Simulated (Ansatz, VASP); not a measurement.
**Two plane-wave programs on GaP**

```
CELL_PARAMETERS angstrom
0.00000 2.40456 3.60684
2.40456 0.00000 3.60684
2.40456 2.40456 0.00000
ATOMIC_POSITIONS crystal
Ga 0.00000 0.00000 0.00000
P 0.75000 0.75000 0.75000
```

Alike in both runs: task single point; functional PBE; k mesh 10 × 10 × 10; occupations gaussian, width 0.05 eV; no spin polarisation.

|  | VASP | Ansatz |
| --- | --- | --- |
| version | VASP 6.6.1 | Ansatz 0.2.0 |
| potentials or method | VASP PAW PBE potentials, release 64 (Ga_d, P), cutoff 520 eV | scalar-relativistic, plane waves, PAW |
| valence electrons in the cell | 18 | 18 |

Ansatz gave:

* gap on the k mesh at the Fermi level (eV): none
* pressure (GPa): -0.7
* traceless stress, the component that is largest in VASP (GPa): -17.40

Problem. What did VASP give for the same quantities?

Solution. gap on the k mesh at the Fermi level (eV): none; pressure (GPa): -0.7; traceless stress, the component that is largest in VASP (GPa): -17.36.

A gap of «none» marks a metal or a gap that the smearing closes.
